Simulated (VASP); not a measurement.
# Y (Fd-3m) in VASP: notebook

Y is run at these levels: PBEsol; tasks: single point.

Everything below comes from runs of VASP 6.6.1. Logs are shortened: lines on timing, memory, paths and dates and some standing lists are left out, and cuts for length are marked.

## Step 1: The cell of the first run

Symmetry: Fd-3m, No. 227, cubic system. Conventional cell: a = 5.152 Å, b = 5.152 Å, c = 5.152 Å, α = 90.00°, β = 90.00°, γ = 90.00°. Within 3.0 Å of Y (site symmetry -43m) lie 4 Y at 2.23 Å.

This isn't the form of Y at room conditions, which is hcp.

## Step 2: Single point, PBEsol (17.09 Å³/atom)

INCAR

```
SYSTEM = Y
PREC = Accurate ; ENCUT = 520
EDIFF = 1E-6 ; ISMEAR = -1
SIGMA = 0.08 ; LREAL = .False.
LASPH = .True. ; NELM = 60
ALGO = Normal ; ISIF = 2
LWAVE = .False. ; LCHARG = .False.
GGA = PS ; NBANDS = 18
```

KPOINTS

```
Automatic mesh
0
Gamma
  10 10 10
  0 0 0
```

POSCAR

```
Y
1.0
    0.0000000000      2.5760011923      2.5760011923
    2.5760011923      0.0000000000      2.5760011923
    2.5760011923      2.5760011923      0.0000000000
Y
2
Direct
   -0.1250000000     -0.1250000000     -0.1250000000
    0.1250000000      0.1250000000      0.1250000000
```

Potentials or basis: VASP PAW PBE potentials, release 64 (Y_sv).

Launch:

```sh
cat potpaw_PBE.64/Y_sv/POTCAR > POTCAR
mpirun -np 1 vasp_std > vasp.out
```

OUTCAR:

```text
SYSTEM = Y
   PREC = Accurate
   ENCUT = 520
   EDIFF = 1E-6
   ISMEAR = -1
   LREAL = .False.
   LASPH = .True.
   NELM = 60
   ISIF = 2
   GGA = PS

 ion  position               nearest neighbor table
   1  0.875  0.875  0.875-   2 2.23   2 2.23   2 2.23   2 2.23   2 4.27   2 4.27   2 4.27   2 4.27
                             2 4.27   2 4.27   2 4.27   2 4.27   2 4.27   2 4.27   2 4.27   2 4.27
   2  0.125  0.125  0.125-   1 2.23   1 2.23   1 2.23   1 2.23   1 4.27   1 4.27   1 4.27   1 4.27
                             1 4.27   1 4.27   1 4.27   1 4.27   1 4.27   1 4.27   1 4.27   1 4.27

  LATTYP: Found a face centered cubic cell.
 ALAT       =     5.1520023846

  Lattice vectors:

 A1 = (   0.0000000000,   2.5760011923,   2.5760011923)
 A2 = (   2.5760011923,   0.0000000000,   2.5760011923)
 A3 = (   2.5760011923,   2.5760011923,   0.0000000000)

Analysis of symmetry for initial positions (statically):
=====================================================================
 Subroutine PRICEL returns:
 Original cell was already a primitive cell.

 Routine SETGRP: Setting up the symmetry group for a
 face centered cubic supercell.

 Subroutine GETGRP returns: Found 48 space group operations
 (whereof 12 operations were pure point group operations)
 out of a pool of 48 trial point group operations.

The static configuration has the point symmetry D_3d.
 The point group associated with its full space group is O_h .

Analysis of symmetry for dynamics (positions and initial velocities):
=====================================================================
 Subroutine PRICEL returns:
 Original cell was already a primitive cell.

 Routine SETGRP: Setting up the symmetry group for a
 face centered cubic supercell.

 Subroutine GETGRP returns: Found 48 space group operations
 (whereof 12 operations were pure point group operations)
 out of a pool of 48 trial point group operations.

The dynamic configuration has the point symmetry D_3d.
 The point group associated with its full space group is O_h .

 Subroutine INISYM returns: Found 48 space group operations
 (whereof 12 operations are pure point group operations),
 and found     1 'primitive' translations

----------------------------------------------------------------------------------------

                                     Primitive cell

  volume of cell :      34.1876

  direct lattice vectors                    reciprocal lattice vectors
     0.000000000  2.576001192  2.576001192    -0.194099289  0.194099289  0.194099289
     2.576001192  0.000000000  2.576001192     0.194099289 -0.194099289  0.194099289
     2.576001192  2.576001192  0.000000000     0.194099289  0.194099289 -0.194099289

  length of vectors
     3.643015823  3.643015823  3.643015823     0.336189830  0.336189830  0.336189830

  position of ions in fractional coordinates (direct lattice)
     0.875000000  0.875000000  0.875000000
     0.125000000  0.125000000  0.125000000

  ion indices of the primitive-cell ions
   primitive index   ion index
                 1           1
                 2           2

----------------------------------------------------------------------------------------

 KPOINTS: Automatic mesh

Automatic generation of k-mesh.
 Grid dimensions read from file:
 generate k-points for:   10   10   10

 Generating k-lattice:

  Cartesian coordinates                     Fractional coordinates (reciprocal lattice)
    -0.019409929  0.019409929  0.019409929     0.100000000  0.000000000  0.000000000
     0.019409929 -0.019409929  0.019409929     0.000000000  0.100000000  0.000000000
     0.019409929  0.019409929 -0.019409929     0.000000000  0.000000000  0.100000000

  Length of vectors
     0.033618983  0.033618983  0.033618983

  Shift w.r.t. Gamma in fractional coordinates (k-lattice)
     0.000000000  0.000000000  0.000000000

 Subroutine IBZKPT returns following result:
 ===========================================

 Found     47 irreducible k-points:

 Following reciprocal coordinates:
            Coordinates               Weight
  0.000000  0.000000  0.000000      1.000000
  0.100000  0.000000  0.000000      8.000000
  0.200000  0.000000  0.000000      8.000000
  0.300000  0.000000  0.000000      8.000000
  0.400000  0.000000  0.000000      8.000000
  0.500000  0.000000  0.000000      4.000000
[... 16 lines left out ...]
  0.300000  0.300000  0.000000      6.000000
  0.400000  0.300000  0.000000     24.000000
 [... further k-points ...]
   k-points           NKPTS =     47   k-points in BZ     NKDIM =     47   number of bands    NBANDS=     18
   number of dos      NEDOS =    301   number of ions     NIONS =      2
   total plane-waves  NPLWV =  21952
   dimension x,y,z NGX =    28 NGY =   28 NGZ =   28
   dimension x,y,z NGXF=    56 NGYF=   56 NGZF=   56
   ions per type =               2
   NGX,Y,Z   is equivalent  to a cutoff of  12.78, 12.78, 12.78 a.u.
   NGXF,Y,Z  is equivalent  to a cutoff of  25.56, 25.56, 25.56 a.u.
 SYSTEM =  Y
   PREC   = accura    normal or accurate (medium, high low for compatibility)
   ISTART =      0    job   : 0-new  1-cont  2-samecut
   ICHARG =      2    charge: 1-file 2-atom 10-const
   ISPIN  =      1    spin polarized calculation?
   LNONCOLLINEAR =      F non collinear calculations
   LSORBIT =      F    spin-orbit coupling
   LASPH  =      T    aspherical Exc in radial PAW
   ENCUT  =  520.0 eV  38.22 Ry    6.18 a.u.   6.77  6.77  6.77*2*pi/ulx,y,z
   NELM   =     60;   NELMIN=  2; NELMDL= -5     # of ELM steps
   EDIFF  = 0.1E-05   stopping-criterion for ELM
   LREAL  =      F    real-space projection
   EDIFFG = 0.1E-04   stopping-criterion for IOM
   NSW    =      0    number of steps for IOM
   IBRION =     -1    ionic relax: 0-MD 1-quasi-New 2-CG
   NFREE  =      0    steps in history (QN), initial steepest desc. (CG)
   ISIF   =      2    stress and relaxation
   ISYM   =      2    0-nonsym 1-usesym 2-fastsym
   POTIM  = 0.5000    time-step for ionic-motion
   TEBEG  =    0.0;   TEEND  =   0.0 temperature during run
   PSTRESS=    0.0 pullay stress
   NELECT =      22.0000    total number of electrons
   NUPDOWN=      -1.0000    fix difference up-down
   EMIN   =  10.00;   EMAX   =-10.00  energy-range for DOS
   EFERMI =   0.00;   METHOD = LEGACY
   ISMEAR =    -1;   SIGMA  =   0.08  broadening in eV -4-tet -1-fermi 0-gaus
   EFERMI_NEDOS =   21; number of points for ismear=-14 and -15
   IALGO  =     38    algorithm
   IMIX   =      4    mixing-type and parameters
     AMIX     =   0.40;   BMIX     =  1.00
     AMIX_MAG =   1.60;   BMIX_MAG =  1.00
  volume/ion in A,a.u.               =      17.09       115.35
  Fermi-wavevector in a.u.,A,eV,Ry     =   1.413382  2.670905 27.179674  1.997650
  Thomas-Fermi vector in A             =   2.535034
   LORBIT       =      0    0 simple, 1 ext, 2 COOP (PROOUT), +10 PAW based schemes
   GGA     = PS    functional components
   LHFCALC =     F    Hartree Fock is set to
   AEXX    =    0.0000 exact exchange contribution
   IVDW    =     0    specifies the selected vdW correction
   LEPSILON=     F    determine dielectric tensor
   LRPA    =     F    only Hartree local field effects (RPA)
 non-spin polarized calculation
  energy-cutoff  :      520.00
  volume of cell :       34.19
 maximum number of plane-waves:       941
   NGX = 13   NGY = 13   NGZ = 13

 number of electron      22.0000001 magnetization

 Free energy of the ion-electron system (eV)
  ---------------------------------------------------
  ext. energy  EPLUGINS =         0.00000000
  ---------------------------------------------------
  free energy    TOTEN  =        -5.70783885 eV

  energy without entropy =       -5.69056986  energy(sigma->0) =       -5.69920436

 E-fermi :   6.9597     XC(G=0): -12.2302

 val. band max:        6.9381166302   @ k =   0.5000   0.4000   0.1000
 cond. band min:       7.0169265472   @ k =   0.5000   0.1000   0.0000
 fundamental gap:      0.0788099169
 Fermi energy:         6.9596934319

 k-point     1 :       0.0000    0.0000    0.0000
  band No.  band energies     occupation
      1     -37.9419      2.00000
      2     -33.4122      2.00000
      3     -18.1851      2.00000
      4     -18.1851      2.00000
      5     -18.1851      2.00000
      6     -14.3126      2.00000
[... 10 lines left out ...]
     17      13.0160      0.00000
     18      17.3985      0.00000

 k-point     2 :       0.1000    0.0000    0.0000
  band No.  band energies     occupation
      1     -37.8745      2.00000
      2     -33.5207      2.00000
      3     -18.2520      2.00000
      4     -18.2520      2.00000
      5     -18.1837      2.00000
      6     -14.2368      2.00000
[... 10 lines left out ...]
     17      12.7430      0.00000
     18      17.5384      0.00000

 k-point     3 :       0.2000    0.0000    0.0000
  band No.  band energies     occupation
      1     -37.6822      2.00000
      2     -33.8184      2.00000
      3     -18.4135      2.00000
      4     -18.4135      2.00000
      5     -18.1977      2.00000
      6     -14.0059      2.00000
[... 10 lines left out ...]
     17      12.3258      0.00000
     18      18.3875      0.00000

 k-point     4 :       0.3000    0.0000    0.0000
  band No.  band energies     occupation
      1     -37.4004      2.00000
      2     -34.2265      2.00000
      3     -18.5920      2.00000
      4     -18.5920      2.00000
      5     -18.2441      2.00000
      6     -13.6930      2.00000
[... 375 lines left out ...]
      4     -18.5920      2.00000
      5     -17.6836      2.00000
      6     -14.1712      2.00000
[... 10 lines left out ...]
     17      11.2294      0.00000
     18      15.2500      0.00000

 k-point    23 :       0.3000    0.3000    0.0000
  band No.  band energies     occupation
      1     -37.1586      2.00000
      2     -34.5513      2.00000
      3     -19.0424      2.00000
      4     -19.0424      2.00000
      5     -17.0787      2.00000
      6     -15.0446      2.00000
[... 10 lines left out ...]
     17      12.5959      0.00000
     18      13.6692      0.00000

 k-point    24 :       0.4000    0.3000    0.0000
  band No.  band energies     occupation
      1     -36.8713      2.00000
      2     -34.9142      2.00000
      3     -19.2322      2.00000
      4     -19.1618      2.00000
      5     -16.8098      2.00000
      6     -15.1558      2.00000
[... 10 lines left out ...]
     17      12.8556      0.00000
     18      13.7807      0.00000

 [... further k-points ...]

------------------------ aborting loop because EDIFF is reached ----------------------------------------

  FORCE on cell =-STRESS in cart. coord.  units (eV):
  Direction    XX          YY          ZZ          XY          YZ          ZX
  --------------------------------------------------------------------------------------
  -------------------------------------------------------------------------------------
  Total       17.1863914     17.1863914     17.1863914     -0.0000000      0.0000000     -0.0000000
  in kB      805.4287078    805.4287078    805.4287078     -0.0000000      0.0000000     -0.0000000
  external PRESSURE =     805.4287078 kB  Pullay stress =       0.0000000 kB

 VOLUME and BASIS-vectors are now :
 -----------------------------------------------------------------------------
  energy-cutoff  :      520.00
  volume of cell :       34.19
      direct lattice vectors                 reciprocal lattice vectors
     0.000000000  2.576001192  2.576001192    -0.194099289  0.194099289  0.194099289
     2.576001192  0.000000000  2.576001192     0.194099289 -0.194099289  0.194099289
     2.576001192  2.576001192  0.000000000     0.194099289  0.194099289 -0.194099289

 POSITION                                       TOTAL-FORCE (eV/Angst)
 -----------------------------------------------------------------------------------
      4.50800      4.50800      4.50800         0.000000      0.000000      0.000000
      0.64400      0.64400      0.64400        -0.000000     -0.000000     -0.000000
 -----------------------------------------------------------------------------------
    total drift:                                0.000000     -0.000000     -0.000000

  FREE ENERGIE OF THE ION-ELECTRON SYSTEM (eV)
  ---------------------------------------------------
  free  energy   TOTEN  =        -5.7078388547 eV

  energy  without entropy=       -5.6905698555  energy(sigma->0) =       -5.69920436
```

It took 32 s on 1 thread of Intel Xeon Platinum 8259CL at 2.50GHz (Skylake/Cascade Lake), shared host; peak memory 0.18 GiB.

What came out:

```yaml
Free_energy: -5.7078 eV
Pressure: 80.5 GPa
Band_gap_on_the_k_mesh: zero (bands 11 and 12 overlap by 0.88 eV)
```

Levels at points of the mesh, in eV from the Fermi level:
```
           k point  band 7  band 8  band 9  band 10  band 11  band 12  band 13  band 14  band 15  band 16
(0.00, 0.00, 0.00)  -21.27  -21.27   -4.55    -2.19    -2.19     1.23     1.23     1.23     6.06     6.06
(0.50, 0.00, 0.00)  -20.36  -20.16   -2.66    -1.71    -1.71    -0.63    -0.04    -0.04     4.76     8.11
(0.50, 0.50, 0.00)  -19.29  -19.29   -3.90    -3.90    -0.05    -0.05     2.51     2.51     5.53     5.53
```

Caveat: the cell stands under pressure; the PAW data sets were made with another functional, which shifts forces and pressure a little.

(Part 1 of 2 ends here.)
